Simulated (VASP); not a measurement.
# S (Fm-3m) in VASP: further runs

The runs below take S through single point, with PBEsol.

All numbers are computed with VASP 6.6.1; they aren't measurements. Logs are shortened: lines on timing, memory, paths and dates and some standing lists are left out, and cuts for length are marked.

### 1 The cell of the first run

Symmetry: Fm-3m, No. 225, cubic system. The conventional cell has a = 3.705 Å, b = 3.705 Å, c = 3.705 Å, α = 90.00°, β = 90.00°, γ = 90.00°. Within 3.5 Å of S (site symmetry m-3m) lie 12 S at 2.62 Å.

### 2 Single point, PBEsol

The input, INCAR:

```
SYSTEM = S
  PREC = Accurate
  ENCUT = 520
  EDIFF = 1E-7
  ISMEAR = 0
  SIGMA = 0.05
  LREAL = .FALSE.
  LASPH = .TRUE.
  NELM = 80
  ALGO = Normal
  ISIF = 2
  LWAVE = .FALSE.
  LCHARG = .FALSE.
  GGA = PS
  NBANDS = 9
```

The input, KPOINTS:

```
regular mesh
0
G
  9 9 9
  0 0 0
```

The input, POSCAR:

```
S
1.0
    0.0000000000      1.8526423781      1.8526423781
    1.8526423781      0.0000000000      1.8526423781
    1.8526423781      1.8526423781      0.0000000000
S
1
Direct
    0.0000000000      0.0000000000      0.0000000000
```

Potentials or basis: VASP PAW PBE potentials, release 64 (S).

Started as:

```sh
cat potpaw_PBE.64/S/POTCAR > POTCAR
mpirun -np 1 vasp_std > vasp.out
```

OUTCAR:

```text
SYSTEM = S
   PREC = Accurate
   ENCUT = 520
   EDIFF = 1E-7
   ISMEAR = 0
   LREAL = .FALSE.
   LASPH = .TRUE.
   NELM = 80
   ISIF = 2
   GGA = PS

 ion  position               nearest neighbor table
   1  0.000  0.000  0.000-

  LATTYP: Found a face centered cubic cell.
 ALAT       =     3.7052847562

  Lattice vectors:

 A1 = (   0.0000000000,   1.8526423781,   1.8526423781)
 A2 = (   1.8526423781,   0.0000000000,   1.8526423781)
 A3 = (   1.8526423781,   1.8526423781,   0.0000000000)

Analysis of symmetry for initial positions (statically):
=====================================================================
 Subroutine PRICEL returns:
 Original cell was already a primitive cell.

 Routine SETGRP: Setting up the symmetry group for a
 face centered cubic supercell.

 Subroutine GETGRP returns: Found 48 space group operations
 (whereof 48 operations were pure point group operations)
 out of a pool of 48 trial point group operations.

The static configuration has the point symmetry O_h .

Analysis of symmetry for dynamics (positions and initial velocities):
=====================================================================
 Subroutine PRICEL returns:
 Original cell was already a primitive cell.

 Routine SETGRP: Setting up the symmetry group for a
 face centered cubic supercell.

 Subroutine GETGRP returns: Found 48 space group operations
 (whereof 48 operations were pure point group operations)
 out of a pool of 48 trial point group operations.

The dynamic configuration has the point symmetry O_h .

 Subroutine INISYM returns: Found 48 space group operations
 (whereof 48 operations are pure point group operations),
 and found     1 'primitive' translations

----------------------------------------------------------------------------------------

                                     Primitive cell

  volume of cell :      12.7176

  direct lattice vectors                    reciprocal lattice vectors
     0.000000000  1.852642378  1.852642378    -0.269884790  0.269884790  0.269884790
     1.852642378  0.000000000  1.852642378     0.269884790 -0.269884790  0.269884790
     1.852642378  1.852642378  0.000000000     0.269884790  0.269884790 -0.269884790

  length of vectors
     2.620031977  2.620031977  2.620031977     0.467454169  0.467454169  0.467454169

  position of ions in fractional coordinates (direct lattice)
     0.000000000  0.000000000  0.000000000

  ion indices of the primitive-cell ions
   primitive index   ion index
                 1           1

----------------------------------------------------------------------------------------

 KPOINTS: regular mesh

Automatic generation of k-mesh.
 Grid dimensions read from file:
 generate k-points for:    9    9    9

 Generating k-lattice:

  Cartesian coordinates                     Fractional coordinates (reciprocal lattice)
    -0.029987199  0.029987199  0.029987199     0.111111111  0.000000000  0.000000000
     0.029987199 -0.029987199  0.029987199     0.000000000  0.111111111  0.000000000
     0.029987199  0.029987199 -0.029987199     0.000000000  0.000000000  0.111111111

  Length of vectors
     0.051939352  0.051939352  0.051939352

  Shift w.r.t. Gamma in fractional coordinates (k-lattice)
     0.000000000  0.000000000  0.000000000

 Subroutine IBZKPT returns following result:
 ===========================================

 Found     35 irreducible k-points:

 Following reciprocal coordinates:
            Coordinates               Weight
  0.000000  0.000000  0.000000      1.000000
  0.111111  0.000000  0.000000      8.000000
  0.222222  0.000000  0.000000      8.000000
  0.333333  0.000000  0.000000      8.000000
  0.444444  0.000000  0.000000      8.000000
  0.111111  0.111111  0.000000      6.000000
[... 16 lines left out ...]
 -0.333333  0.333333  0.000000     12.000000
  0.444444  0.444444  0.000000      6.000000
 [... further k-points ...]
   k-points           NKPTS =     35   k-points in BZ     NKDIM =     35   number of bands    NBANDS=      9
   number of dos      NEDOS =    301   number of ions     NIONS =      1
   total plane-waves  NPLWV =   8000
   dimension x,y,z NGX =    20 NGY =   20 NGZ =   20
   dimension x,y,z NGXF=    40 NGYF=   40 NGZF=   40
   ions per type =               1
   NGX,Y,Z   is equivalent  to a cutoff of  12.69, 12.69, 12.69 a.u.
   NGXF,Y,Z  is equivalent  to a cutoff of  25.38, 25.38, 25.38 a.u.
 SYSTEM =  S
   PREC   = accura    normal or accurate (medium, high low for compatibility)
   ISTART =      0    job   : 0-new  1-cont  2-samecut
   ICHARG =      2    charge: 1-file 2-atom 10-const
   ISPIN  =      1    spin polarized calculation?
   LNONCOLLINEAR =      F non collinear calculations
   LSORBIT =      F    spin-orbit coupling
   LASPH  =      T    aspherical Exc in radial PAW
   ENCUT  =  520.0 eV  38.22 Ry    6.18 a.u.   4.87  4.87  4.87*2*pi/ulx,y,z
   NELM   =     80;   NELMIN=  2; NELMDL= -5     # of ELM steps
   EDIFF  = 0.1E-06   stopping-criterion for ELM
   LREAL  =      F    real-space projection
   EDIFFG = 0.1E-05   stopping-criterion for IOM
   NSW    =      0    number of steps for IOM
   IBRION =     -1    ionic relax: 0-MD 1-quasi-New 2-CG
   NFREE  =      0    steps in history (QN), initial steepest desc. (CG)
   ISIF   =      2    stress and relaxation
   ISYM   =      2    0-nonsym 1-usesym 2-fastsym
   POTIM  = 0.5000    time-step for ionic-motion
   TEBEG  =    0.0;   TEEND  =   0.0 temperature during run
   PSTRESS=    0.0 pullay stress
   NELECT =       6.0000    total number of electrons
   NUPDOWN=      -1.0000    fix difference up-down
   EMIN   =  10.00;   EMAX   =-10.00  energy-range for DOS
   EFERMI =   0.00;   METHOD = LEGACY
   ISMEAR =     0;   SIGMA  =   0.05  broadening in eV -4-tet -1-fermi 0-gaus
   EFERMI_NEDOS =   21; number of points for ismear=-14 and -15
   IALGO  =     38    algorithm
   IMIX   =      4    mixing-type and parameters
     AMIX     =   0.40;   BMIX     =  1.00
     AMIX_MAG =   1.60;   BMIX_MAG =  1.00
  volume/ion in A,a.u.               =      12.72        85.82
  Fermi-wavevector in a.u.,A,eV,Ry     =   1.274453  2.408366 22.098980  1.624229
  Thomas-Fermi vector in A             =   2.407220
   LORBIT       =      0    0 simple, 1 ext, 2 COOP (PROOUT), +10 PAW based schemes
   GGA     = PS    functional components
   LHFCALC =     F    Hartree Fock is set to
   AEXX    =    0.0000 exact exchange contribution
   IVDW    =     0    specifies the selected vdW correction
   LEPSILON=     F    determine dielectric tensor
   LRPA    =     F    only Hartree local field effects (RPA)
 non-spin polarized calculation
 Gauss-broadening in eV      SIGMA  =   0.05
  energy-cutoff  :      520.00
  volume of cell :       12.72
 maximum number of plane-waves:       349
   NGX =  9   NGY =  9   NGZ =  9

 number of electron       5.9999999 magnetization

 Free energy of the ion-electron system (eV)
  ---------------------------------------------------
  ext. energy  EPLUGINS =         0.00000000
  ---------------------------------------------------
  free energy    TOTEN  =        -3.23191547 eV

  energy without entropy =       -3.23116059  energy(sigma->0) =       -3.23153803

 E-fermi :  10.8679     XC(G=0): -12.3514

 val. band max:       10.8437394804   @ k =   0.2222   0.1111   0.0000
 cond. band min:      11.1786709896   @ k =   0.3333   0.2222   0.0000
 fundamental gap:      0.3349315092
 Fermi energy:        10.8679187299

 k-point     1 :       0.0000    0.0000    0.0000
  band No.  band energies     occupation
      1      -8.3276      2.00000
      2      15.4652      0.00000
      3      15.4652      0.00000
      4      15.4652      0.00000
      5      23.0858      0.00000
      6      23.0858      0.00000
      7      23.0858      0.00000
      8      28.9854      0.00000
      9      29.5985      0.00000

 k-point     2 :       0.1111    0.0000    0.0000
  band No.  band energies     occupation
      1      -7.9660      2.00000
      2      13.3757      0.00000
      3      15.1331      0.00000
      4      15.1331      0.00000
      5      22.7686      0.00000
      6      23.7239      0.00000
      7      23.7239      0.00000
      8      28.6136      0.00000
      9      28.6136      0.00000

 k-point     3 :       0.2222    0.0000    0.0000
  band No.  band energies     occupation
      1      -6.8943      2.00000
      2       9.3260      2.00000
      3      14.4902      0.00000
      4      14.4902      0.00000
      5      22.0695      0.00000
      6      24.1166      0.00000
      7      24.1166      0.00000
      8      28.4641      0.00000
      9      28.4641      0.00000

 k-point     4 :       0.3333    0.0000    0.0000
  band No.  band energies     occupation
      1      -5.1744      2.00000
      2       5.2309      2.00000
      3      13.9621      0.00000
      4      13.9621      0.00000
      5      21.5157      0.00000
      6      23.0447      0.00000
      7      23.0447      0.00000
      8      29.7580      0.00000
      9      31.0867      0.00000
[... 205 lines left out ...]
 k-point    22 :      -0.4444    0.3333    0.0000
  band No.  band energies     occupation
      1      -0.6860      2.00000
      2       3.8139      2.00000
      3       6.1766      2.00000
      4      10.7292      1.99991
      5      16.7841      0.00000
      6      22.1849      0.00000
      7      30.1276      0.00000
      8      31.4994      0.00000
      9      34.4846      0.00000

 k-point    23 :      -0.3333    0.3333    0.0000
  band No.  band energies     occupation
      1      -0.8781      2.00000
      2       4.5644      2.00000
      3       4.6846      2.00000
      4      11.5395      0.00000
      5      17.8114      0.00000
      6      26.2780      0.00000
      7      28.4984      0.00000
      8      29.2528      0.00000
      9      31.2590      0.00000

 k-point    24 :       0.4444    0.4444    0.0000
  band No.  band energies     occupation
      1      -1.1316      2.00000
      2       3.6652      2.00000
      3       9.9681      2.00000
      4       9.9681      2.00000
      5      15.7640      0.00000
      6      15.8613      0.00000
      7      34.8070      0.00000
      8      35.9251      0.00000
      9      35.9251      0.00000

 [... further k-points ...]
[... 5 lines left out ...]
  --------------------------------------------------------------------------------------
  -------------------------------------------------------------------------------------
  Total        1.5939667      1.5939667      1.5939667      0.0000000      0.0000000      0.0000000
  in kB      200.8098712    200.8098712    200.8098712      0.0000000      0.0000000      0.0000000
  external PRESSURE =     200.8098712 kB  Pullay stress =       0.0000000 kB

 VOLUME and BASIS-vectors are now :
 -----------------------------------------------------------------------------
  energy-cutoff  :      520.00
  volume of cell :       12.72
      direct lattice vectors                 reciprocal lattice vectors
     0.000000000  1.852642378  1.852642378    -0.269884790  0.269884790  0.269884790
     1.852642378  0.000000000  1.852642378     0.269884790 -0.269884790  0.269884790
     1.852642378  1.852642378  0.000000000     0.269884790  0.269884790 -0.269884790

 POSITION                                       TOTAL-FORCE (eV/Angst)
 -----------------------------------------------------------------------------------
      0.00000      0.00000      0.00000        -0.000000     -0.000000     -0.000000
 -----------------------------------------------------------------------------------
    total drift:                               -0.000000      0.000000     -0.000000

  FREE ENERGIE OF THE ION-ELECTRON SYSTEM (eV)
  ---------------------------------------------------
  free  energy   TOTEN  =        -3.2319154740 eV

  energy  without entropy=       -3.2311605930  energy(sigma->0) =       -3.23153803
```

Wall time 2.8 s (1 thread of Intel Xeon Platinum 8375C at 2.90GHz (Ice Lake), shared host); peak memory 0.11 GiB.

What came out:

* Free energy: -3.2319 eV
* Pressure: 20.1 GPa
* Band gap on the k mesh: zero (band 3 reaches 15.47 eV, above the bottom of band 4 at 7.87 eV)

Levels at points of the mesh, in eV from the Fermi level:
| k point | band 1 | band 2 | band 3 | band 4 | band 5 | band 6 |
| --- | --- | --- | --- | --- | --- | --- |
| (0.00, 0.00, 0.00) | -19.20 | 4.60 | 4.60 | 4.60 | 12.22 | 12.22 |

Caveat: the PAW data sets were made with another functional, which shifts forces and pressure a little.

### 3 Single point, PBEsol

This run uses another cell than the first one, of 12.08 Å³/atom, 0.950 times its volume.

The input, INCAR:

```
SYSTEM = S
ALGO = Normal
EDIFF = 1E-6
ENCUT = 520
GGA = PS
ISIF = 2
ISMEAR = 0
LASPH = .True.
LCHARG = .False.
LREAL = .False.
LWAVE = .False.
NBANDS = 9
NELM = 80
PREC = Accurate
SIGMA = 0.05
```

The input, KPOINTS:

```
k-points
0
Gamma
  9 9 9
  0 0 0
```

The input, POSCAR:

```
S
1.0
    0.0000000000      1.8209887555      1.8209887555
    1.8209887555      0.0000000000      1.8209887555
    1.8209887555      1.8209887555      0.0000000000
S
1
Direct
    0.0000000000      0.0000000000      0.0000000000
```

Potentials or basis: VASP PAW PBE potentials, release 64 (S).

Started as:

```sh
cat potpaw_PBE.64/S/POTCAR > POTCAR
mpirun -np 1 vasp_std > vasp.out
```

OUTCAR:

```text
SYSTEM = S
   EDIFF = 1E-6
   ENCUT = 520
   GGA = PS
   ISIF = 2
   ISMEAR = 0
   LASPH = .True.
   LREAL = .False.
   NELM = 80
   PREC = Accurate

 ion  position               nearest neighbor table
   1  0.000  0.000  0.000-

  LATTYP: Found a face centered cubic cell.
 ALAT       =     3.6419775110

  Lattice vectors:

 A1 = (   0.0000000000,   1.8209887555,   1.8209887555)
 A2 = (   1.8209887555,   0.0000000000,   1.8209887555)
 A3 = (   1.8209887555,   1.8209887555,   0.0000000000)

Analysis of symmetry for initial positions (statically):
=====================================================================
 Subroutine PRICEL returns:
 Original cell was already a primitive cell.

 Routine SETGRP: Setting up the symmetry group for a
 face centered cubic supercell.

 Subroutine GETGRP returns: Found 48 space group operations
 (whereof 48 operations were pure point group operations)
 out of a pool of 48 trial point group operations.

The static configuration has the point symmetry O_h .

Analysis of symmetry for dynamics (positions and initial velocities):
=====================================================================
 Subroutine PRICEL returns:
 Original cell was already a primitive cell.

 Routine SETGRP: Setting up the symmetry group for a
 face centered cubic supercell.

 Subroutine GETGRP returns: Found 48 space group operations
 (whereof 48 operations were pure point group operations)
 out of a pool of 48 trial point group operations.

The dynamic configuration has the point symmetry O_h .

 Subroutine INISYM returns: Found 48 space group operations
 (whereof 48 operations are pure point group operations),
 and found     1 'primitive' translations

----------------------------------------------------------------------------------------

                                     Primitive cell

  volume of cell :      12.0768
[... 109 lines left out ...]
  Fermi-wavevector in a.u.,A,eV,Ry     =   1.296606  2.450230 22.873935  1.681187
  Thomas-Fermi vector in A             =   2.428051
   LORBIT       =      0    0 simple, 1 ext, 2 COOP (PROOUT), +10 PAW based schemes
   GGA     = PS    functional components
   LHFCALC =     F    Hartree Fock is set to
   AEXX    =    0.0000 exact exchange contribution
   IVDW    =     0    specifies the selected vdW correction
   LEPSILON=     F    determine dielectric tensor
   LRPA    =     F    only Hartree local field effects (RPA)
 non-spin polarized calculation
 Gauss-broadening in eV      SIGMA  =   0.05
  energy-cutoff  :      520.00
  volume of cell :       12.08
 maximum number of plane-waves:       332
   NGX =  9   NGY =  9   NGZ =  9

 number of electron       5.9999999 magnetization

 Free energy of the ion-electron system (eV)
  ---------------------------------------------------
  ext. energy  EPLUGINS =         0.00000000
  ---------------------------------------------------
  free energy    TOTEN  =        -3.13203184 eV

  energy without entropy =       -3.13129207  energy(sigma->0) =       -3.13166196

 E-fermi :  11.8564     XC(G=0): -12.6014

 val. band max:       11.8325807174   @ k =   0.2222   0.1111   0.0000
 cond. band min:      12.1098719786   @ k =  -0.2222   0.3333   0.1111
 fundamental gap:      0.2772912612
 Fermi energy:        11.8564276913

 k-point     1 :       0.0000    0.0000    0.0000
  band No.  band energies     occupation
      1      -8.0786      2.00000
      2      16.7644      0.00000
      3      16.7644      0.00000
      4      16.7644      0.00000
      5      24.0196      0.00000
      6      24.0196      0.00000
      7      24.0196      0.00000
      8      30.8300      0.00000
      9      30.9351      0.00000
[... 265 lines left out ...]
 k-point    24 :       0.4444    0.4444    0.0000
  band No.  band energies     occupation
      1      -0.4435      2.00000
      2       4.2896      2.00000
      3      10.8432      2.00000
      4      10.8432      2.00000
      5      16.3961      0.00000
      6      16.6833      0.00000
      7      36.2981      0.00000
      8      37.5059      0.00000
      9      37.5059      0.00000

 [... further k-points ...]

------------------------ aborting loop because EDIFF is reached ----------------------------------------

  FORCE on cell =-STRESS in cart. coord.  units (eV):
  Direction    XX          YY          ZZ          XY          YZ          ZX
  --------------------------------------------------------------------------------------
  -------------------------------------------------------------------------------------
  Total        2.2647088      2.2647088      2.2647088     -0.0000000     -0.0000000     -0.0000000
  in kB      300.4492746    300.4492746    300.4492746     -0.0000000     -0.0000000     -0.0000000
  external PRESSURE =     300.4492746 kB  Pullay stress =       0.0000000 kB

 VOLUME and BASIS-vectors are now :
 -----------------------------------------------------------------------------
  energy-cutoff  :      520.00
  volume of cell :       12.08
      direct lattice vectors                 reciprocal lattice vectors
     0.000000000  1.820988755  1.820988755    -0.274576105  0.274576105  0.274576105
     1.820988755  0.000000000  1.820988755     0.274576105 -0.274576105  0.274576105
     1.820988755  1.820988755  0.000000000     0.274576105  0.274576105 -0.274576105

 POSITION                                       TOTAL-FORCE (eV/Angst)
 -----------------------------------------------------------------------------------
      0.00000      0.00000      0.00000         0.000000      0.000000      0.000000
 -----------------------------------------------------------------------------------
    total drift:                               -0.000000      0.000000     -0.000000

  FREE ENERGIE OF THE ION-ELECTRON SYSTEM (eV)
  ---------------------------------------------------
  free  energy   TOTEN  =        -3.1320318422 eV

  energy  without entropy=       -3.1312920690  energy(sigma->0) =       -3.13166196
```

stdout:

```text
POSCAR found type information on POSCAR S
 POSCAR found :  1 types and       1 ions
 scaLAPACK will be used
 -----------------------------------------------------------------------------
|                                                                             |
|                                                                             |
|     You enforced a specific xc type in the INCAR file but a different       |
|     I HOPE YOU KNOW WHAT YOU ARE DOING!                                     |
|                                                                             |
 -----------------------------------------------------------------------------

 LDA part: xc-table for (Slater+PW92), standard interpolation
 POSCAR, INCAR and KPOINTS ok, starting setup
 FFT: planning ... GRIDC
 FFT: planning ... GRID_SOFT
 FFT: planning ... GRID
 WAVECAR not read
 entering main loop
```

Run time: 2.3 s. Hardware: 1 thread of Intel Xeon Platinum 8375C at 2.90GHz (Ice Lake), shared host; peak memory 0.11 GiB.

Results:

```yaml
Free_energy: -3.1320 eV
Pressure: 30.0 GPa
Band_gap_on_the_k_mesh: zero (band 3 reaches 16.76 eV, above the bottom of band 4 at 8.51 eV)
```

Caveat: the PAW data sets were made with another functional, which shifts forces and pressure a little.

(Continued in part 2 of 2.)
